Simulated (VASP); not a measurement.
# Cs (P6/mmm) in VASP: notebook

Runs on Cs. Level: PBE. Tasks: single point, relaxation of cell and atoms.

All numbers are computed with VASP 6.6.1; they aren't measurements. Logs are shortened: lines on timing, memory, paths and dates and some standing lists are left out, and cuts for length are marked.

**1. The cell of the first run**

The structure is hexagonal, space group P6/mmm (No. 191). Conventional cell: a = 5.084 Å, b = 5.084 Å, c = 4.759 Å, α = 90.00°, β = 90.00°, γ = 120.00°.

This isn't the form of Cs at room conditions, which is bcc.

**2. Single point, PBE**

File INCAR:

```
  PREC = Accurate
  ENCUT = 520
  EDIFF = 1E-6
  ISMEAR = -1
  SIGMA = 0.05
  LREAL = False
  LASPH = True
  NELM = 60
  ALGO = Normal
  ISIF = 2
  LWAVE = False
  LCHARG = False
  GGA = PE
  NBANDS = 10
```

File KPOINTS:

```
regular mesh
0
Gamma
  9 9 8
```

File POSCAR:

```
Cs
1.0
    5.0837350941      0.0000000000      0.0000000000
   -2.5418675471      4.4026437376      0.0000000000
    0.0000000000      0.0000000000      4.7589067167
Cs
1
Direct
    0.0000000000      0.0000000000      0.0000000000
```

Potentials or basis: VASP PAW PBE potentials, release 64 (Cs_sv).

On the command line:

```console
cat potpaw_PBE.64/Cs_sv/POTCAR > POTCAR
mpirun -np 1 vasp_std > vasp.out
```

OUTCAR:

```text
PREC = Accurate
   ENCUT = 520
   EDIFF = 1E-6
   ISMEAR = -1
   LREAL = False
   LASPH = True
   NELM = 60
   ISIF = 2
   GGA = PE

 ion  position               nearest neighbor table
   1  0.000  0.000  0.000-

  LATTYP: Found a hexagonal cell.
 ALAT       =     5.0837350941
 C/A-ratio  =     0.9361043856

  Lattice vectors:

 A1 = (   5.0837350941,   0.0000000000,   0.0000000000)
 A2 = (  -2.5418675471,   4.4026437376,   0.0000000000)
 A3 = (   0.0000000000,   0.0000000000,   4.7589067167)

Analysis of symmetry for initial positions (statically):
=====================================================================
 Subroutine PRICEL returns:
 Original cell was already a primitive cell.

 Routine SETGRP: Setting up the symmetry group for a
 hexagonal supercell.

 Subroutine GETGRP returns: Found 24 space group operations
 (whereof 24 operations were pure point group operations)
 out of a pool of 24 trial point group operations.

The static configuration has the point symmetry D_6h.

Analysis of symmetry for dynamics (positions and initial velocities):
=====================================================================
 Subroutine PRICEL returns:
 Original cell was already a primitive cell.

 Routine SETGRP: Setting up the symmetry group for a
 hexagonal supercell.

 Subroutine GETGRP returns: Found 24 space group operations
 (whereof 24 operations were pure point group operations)
 out of a pool of 24 trial point group operations.

The dynamic configuration has the point symmetry D_6h.

 Subroutine INISYM returns: Found 24 space group operations
 (whereof 24 operations are pure point group operations),
 and found     1 'primitive' translations

----------------------------------------------------------------------------------------

                                     Primitive cell

  volume of cell :     106.5133

  direct lattice vectors                    reciprocal lattice vectors
     5.083735094  0.000000000  0.000000000     0.196705765  0.113568126  0.000000000
    -2.541867547  4.402643738  0.000000000     0.000000000  0.227136253  0.000000000
     0.000000000  0.000000000  4.758906717     0.000000000  0.000000000  0.210132297

  length of vectors
     5.083735094  5.083735094  4.758906717     0.227136253  0.227136253  0.210132297

  position of ions in fractional coordinates (direct lattice)
     0.000000000  0.000000000  0.000000000

  ion indices of the primitive-cell ions
   primitive index   ion index
                 1           1

----------------------------------------------------------------------------------------

 KPOINTS: regular mesh

Automatic generation of k-mesh.
 Grid dimensions read from file:
 generate k-points for:    9    9    8

 Generating k-lattice:

  Cartesian coordinates                     Fractional coordinates (reciprocal lattice)
     0.021856196  0.012618681  0.000000000     0.111111111  0.000000000  0.000000000
     0.000000000  0.025237361  0.000000000     0.000000000  0.111111111  0.000000000
     0.000000000  0.000000000  0.026266537     0.000000000  0.000000000  0.125000000

  Length of vectors
     0.025237361  0.025237361  0.026266537

  Shift w.r.t. Gamma in fractional coordinates (k-lattice)
     0.000000000  0.000000000  0.000000000

 Subroutine IBZKPT returns following result:
 ===========================================

 Found     60 irreducible k-points:

 Following reciprocal coordinates:
            Coordinates               Weight
  0.000000  0.000000  0.000000      1.000000
  0.111111 -0.000000  0.000000      6.000000
  0.222222 -0.000000  0.000000      6.000000
  0.333333 -0.000000  0.000000      6.000000
  0.444444 -0.000000  0.000000      6.000000
  0.111111  0.111111  0.000000      6.000000
[... 16 lines left out ...]
  0.333333  0.222222  0.125000     24.000000
  0.333333  0.333333  0.125000      4.000000
 [... further k-points ...]
   k-points           NKPTS =     60   k-points in BZ     NKDIM =     60   number of bands    NBANDS=     10
   number of dos      NEDOS =    301   number of ions     NIONS =      1
   total plane-waves  NPLWV =  57600
   dimension x,y,z NGX =    40 NGY =   40 NGZ =   36
   dimension x,y,z NGXF=    80 NGYF=   80 NGZF=   72
   ions per type =               1
   NGX,Y,Z   is equivalent  to a cutoff of  13.08, 13.08, 12.58 a.u.
   NGXF,Y,Z  is equivalent  to a cutoff of  26.16, 26.16, 25.15 a.u.
 SYSTEM =  unknown system
   PREC   = accura    normal or accurate (medium, high low for compatibility)
   ISTART =      0    job   : 0-new  1-cont  2-samecut
   ICHARG =      2    charge: 1-file 2-atom 10-const
   ISPIN  =      1    spin polarized calculation?
   LNONCOLLINEAR =      F non collinear calculations
   LSORBIT =      F    spin-orbit coupling
   LASPH  =      T    aspherical Exc in radial PAW
   ENCUT  =  520.0 eV  38.22 Ry    6.18 a.u.   9.45  9.45  8.85*2*pi/ulx,y,z
   NELM   =     60;   NELMIN=  2; NELMDL= -5     # of ELM steps
   EDIFF  = 0.1E-05   stopping-criterion for ELM
   LREAL  =      F    real-space projection
   EDIFFG = 0.1E-04   stopping-criterion for IOM
   NSW    =      0    number of steps for IOM
   IBRION =     -1    ionic relax: 0-MD 1-quasi-New 2-CG
   NFREE  =      0    steps in history (QN), initial steepest desc. (CG)
   ISIF   =      2    stress and relaxation
   ISYM   =      2    0-nonsym 1-usesym 2-fastsym
   POTIM  = 0.5000    time-step for ionic-motion
   TEBEG  =    0.0;   TEEND  =   0.0 temperature during run
   PSTRESS=    0.0 pullay stress
   NELECT =       9.0000    total number of electrons
   NUPDOWN=      -1.0000    fix difference up-down
   EMIN   =  10.00;   EMAX   =-10.00  energy-range for DOS
   EFERMI =   0.00;   METHOD = LEGACY
   ISMEAR =    -1;   SIGMA  =   0.05  broadening in eV -4-tet -1-fermi 0-gaus
   EFERMI_NEDOS =   21; number of points for ismear=-14 and -15
   IALGO  =     38    algorithm
   IMIX   =      4    mixing-type and parameters
     AMIX     =   0.40;   BMIX     =  1.00
     AMIX_MAG =   1.60;   BMIX_MAG =  1.00
  volume/ion in A,a.u.               =     106.51       718.79
  Fermi-wavevector in a.u.,A,eV,Ry     =   0.718380  1.357542  7.021563  0.516070
  Thomas-Fermi vector in A             =   1.807304
   LORBIT       =      0    0 simple, 1 ext, 2 COOP (PROOUT), +10 PAW based schemes
   GGA     = PE    functional components
   LHFCALC =     F    Hartree Fock is set to
   AEXX    =    0.0000 exact exchange contribution
   IVDW    =     0    specifies the selected vdW correction
   LEPSILON=     F    determine dielectric tensor
   LRPA    =     F    only Hartree local field effects (RPA)
 non-spin polarized calculation
  energy-cutoff  :      520.00
  volume of cell :      106.51
 maximum number of plane-waves:      2896
 NGX is ok and might be reduce to    40
   NGX = 19   NGY = 19   NGZ = 17

 number of electron       9.0000000 magnetization

 Free energy of the ion-electron system (eV)
  ---------------------------------------------------
  ext. energy  EPLUGINS =         0.00000000
  ---------------------------------------------------
  free energy    TOTEN  =        -0.79179692 eV

  energy without entropy =       -0.78187660  energy(sigma->0) =       -0.78683676

 E-fermi :   0.6884     XC(G=0):  -5.5990

 val. band max:        0.6255265392   @ k =   0.4444  -0.0000   0.1250
 cond. band min:       0.6942169812   @ k =   0.2222   0.1111   0.3750
 fundamental gap:      0.0686904420
 Fermi energy:         0.6883911961

 k-point     1 :       0.0000    0.0000    0.0000
  band No.  band energies     occupation
      1     -23.2463      2.00000
      2      -9.9595      2.00000
      3      -9.9595      2.00000
      4      -9.9499      2.00000
      5      -1.0840      2.00000
      6       2.0517      0.00000
      7       3.1345      0.00000
      8       3.1345      0.00000
      9       5.3871      0.00000
     10       5.3932      0.00000

 k-point     2 :       0.1111   -0.0000    0.0000
  band No.  band energies     occupation
      1     -23.2450      2.00000
      2      -9.9851      2.00000
      3      -9.9653      2.00000
      4      -9.9472      2.00000
      5      -0.9475      2.00000
      6       2.1129      0.00000
      7       2.8330      0.00000
      8       3.2696      0.00000
      9       4.9360      0.00000
     10       5.3426      0.00000

 k-point     3 :       0.2222   -0.0000    0.0000
  band No.  band energies     occupation
      1     -23.2418      2.00000
      2     -10.0484      2.00000
      3      -9.9799      2.00000
      4      -9.9404      2.00000
      5      -0.5663      2.00000
      6       2.2234      0.00000
      7       2.3295      0.00000
      8       3.6628      0.00000
      9       4.3990      0.00000
     10       5.2364      0.00000

 k-point     4 :       0.3333   -0.0000    0.0000
  band No.  band energies     occupation
      1     -23.2381      2.00000
      2     -10.1183      2.00000
      3      -9.9964      2.00000
      4      -9.9327      2.00000
      5      -0.0243      2.00000
      6       1.8358      0.00000
      7       2.3210      0.00000
      8       4.0177      0.00000
      9       4.2752      0.00000
     10       5.1253      0.00000

 k-point     5 :       0.4444   -0.0000    0.0000
  band No.  band energies     occupation
      1     -23.2356      2.00000
      2     -10.1627      2.00000
      3     -10.0070      2.00000
      4      -9.9277      2.00000
      5       0.4954      1.95870
      6       1.5136      0.00000
      7       2.2074      0.00000
      8       3.8222      0.00000
      9       5.0300      0.00000
     10       5.0575      0.00000

 k-point     6 :       0.1111    0.1111    0.0000
  band No.  band energies     occupation
      1     -23.2427      2.00000
      2     -10.0272      2.00000
      3      -9.9778      2.00000
      4      -9.9425      2.00000
      5      -0.6875      2.00000
      6       2.2145      0.00000
      7       2.4457      0.00000
      8       3.5237      0.00000
      9       4.5443      0.00000
     10       5.2367      0.00000
[... 183 lines left out ...]
 k-point    21 :       0.4444    0.1111    0.1250
  band No.  band energies     occupation
      1     -23.2332      2.00000
      2     -10.1557      2.00000
      3     -10.0205      2.00000
      4      -9.9637      2.00000
      5       0.8595      0.06323
      6       1.3977      0.00000
      7       2.3142      0.00000
      8       3.6467      0.00000
      9       4.1789      0.00000
     10       5.3179      0.00000

 k-point    22 :       0.2222    0.2222    0.1250
  band No.  band energies     occupation
      1     -23.2346      2.00000
      2     -10.1167      2.00000
      3     -10.0278      2.00000
      4      -9.9670      2.00000
      5       0.4300      1.98866
      6       1.7850      0.00000
      7       2.4553      0.00000
      8       3.3594      0.00000
      9       4.2515      0.00000
     10       4.7212      0.00000

 k-point    23 :       0.3333    0.2222    0.1250
  band No.  band energies     occupation
      1     -23.2328      2.00000
      2     -10.1320      2.00000
      3     -10.0552      2.00000
      4      -9.9628      2.00000
      5       1.0081      0.00333
      6       1.5335      0.00000
      7       2.1960      0.00000
      8       3.5639      0.00000
      9       3.9608      0.00000
     10       4.8129      0.00000

 k-point    24 :       0.3333    0.3333    0.1250
  band No.  band energies     occupation
      1     -23.2321      2.00000
      2     -10.1012      2.00000
      3     -10.1012      2.00000
      4      -9.9613      2.00000
      5       1.4814      0.00000
      6       1.4814      0.00000
      7       1.8344      0.00000
      8       3.7517      0.00000
      9       3.7517      0.00000
     10       4.5233      0.00000

 [... further k-points ...]

------------------------ aborting loop because EDIFF is reached ----------------------------------------

  FORCE on cell =-STRESS in cart. coord.  units (eV):
  Direction    XX          YY          ZZ          XY          YZ          ZX
  --------------------------------------------------------------------------------------
  -------------------------------------------------------------------------------------
  Total        0.2024533      0.2024533      0.2026650     -0.0000000     -0.0000000      0.0000000
  in kB        3.0453120      3.0453120      3.0484962     -0.0000000     -0.0000000      0.0000000
  external PRESSURE =       3.0463734 kB  Pullay stress =       0.0000000 kB

 VOLUME and BASIS-vectors are now :
 -----------------------------------------------------------------------------
  energy-cutoff  :      520.00
  volume of cell :      106.51
      direct lattice vectors                 reciprocal lattice vectors
     5.083735094  0.000000000  0.000000000     0.196705765  0.113568126  0.000000000
    -2.541867547  4.402643738  0.000000000     0.000000000  0.227136253  0.000000000
     0.000000000  0.000000000  4.758906717     0.000000000  0.000000000  0.210132297

 POSITION                                       TOTAL-FORCE (eV/Angst)
 -----------------------------------------------------------------------------------
      0.00000      0.00000      0.00000        -0.000000      0.000000      0.000000
 -----------------------------------------------------------------------------------
    total drift:                               -0.000000     -0.000000      0.000000

  FREE ENERGIE OF THE ION-ELECTRON SYSTEM (eV)
  ---------------------------------------------------
  free  energy   TOTEN  =        -0.7917969172 eV

  energy  without entropy=       -0.7818765957  energy(sigma->0) =       -0.78683676
```

It took 31 s on 1 thread of Intel Xeon Platinum 8488C (Sapphire Rapids), shared host; peak memory 0.25 GiB.

What came out:

```
Free energy            : -0.7918 eV
Pressure               : 0.3 GPa
Band gap on the k mesh : zero (an odd number of electrons rules out a gap without spin polarisation)
```

Levels at points of the mesh, in eV from the Fermi level:
```
           k point  band 2  band 3  band 4  band 5  band 6  band 7
(0.00, 0.00, 0.00)  -10.65  -10.65  -10.64   -1.77    1.36    2.45
(0.00, 0.00, 0.50)  -10.90  -10.62  -10.62   -0.24    0.47    2.88
```

Caveat: spin-orbit coupling is left out, which moves the levels of the heavy elements.

**3. Single point, PBE**

File INCAR:

```
SYSTEM = Cs
PREC = Accurate ; ENCUT = 520
EDIFF = 1E-7 ; ISMEAR = -1
SIGMA = 0.05 ; LREAL = .False.
LASPH = .True. ; NELM = 60
ALGO = Normal ; ISIF = 2
LWAVE = .False. ; LCHARG = .False.
GGA = PE ; NBANDS = 10
```

File KPOINTS:

```
regular mesh
0
Gamma
  9 9 8
  0 0 0
```

POSCAR is that of step 2.

Potentials or basis: VASP PAW PBE potentials, release 64 (Cs_sv).

On the command line:

```console
cat potpaw_PBE.64/Cs_sv/POTCAR > POTCAR
mpirun -np 1 vasp_std > vasp.out
```

Wall time 38 s (1 thread of Intel Xeon Platinum 8488C (Sapphire Rapids), shared host); peak memory 0.25 GiB.

Results (log left out):

```yaml
Free_energy: -0.7918 eV
Pressure: 0.3 GPa
Band_gap_on_the_k_mesh: zero (an odd number of electrons rules out a gap without spin polarisation)
```

Levels at points of the mesh, in eV from the Fermi level:
```tsv
k point	band 2	band 3	band 4	band 5	band 6	band 7
(0.00, 0.00, 0.00)	-10.65	-10.65	-10.64	-1.77	1.36	2.45
(0.00, 0.00, 0.50)	-10.90	-10.62	-10.62	-0.24	0.47	2.88
```

Caveat: spin-orbit coupling is left out, which moves the levels of the heavy elements.

[end of part 1 of 2]

The gap in the log of VASP goes by the Fermi energy; the results here count the filled bands.